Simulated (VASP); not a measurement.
The system is CoSn2.

```
Co Sn
1.0
    -3.18250    3.18250    2.72850
     3.18250   -3.18250    2.72850
     3.18250    3.18250   -2.72850
Co Sn
2 4
Direct
  0.25000 0.25000 0.00000
  0.75000 0.75000 0.00000
  0.65800 0.15800 0.81600
  0.15800 0.34200 0.50000
  0.34200 0.84200 0.18400
  0.84200 0.65800 0.50000
```

Program: VASP 6.6.1. Alike in all runs: task single point; level PBEsol; potentials or basis VASP PAW PBE potentials, release 64 (Co, Sn_d); no spin polarisation; cell as given; cutoff (eV) 520. Hardware: 1 thread of Intel Xeon 6975P-C (shared host).

Question: Order these runs on this cell by their wall time, lowest first.
A. k mesh 8 × 8 × 8; smearing gaussian 0.1 eV
B. k mesh 4 × 4 × 4; smearing gaussian 0.4 eV
C. k mesh 2 × 2 × 2; smearing gaussian 0.1 eV

Answer: C (36 s), B (100 s), A (370 s).

Caveats: some runs use coarse meshes.
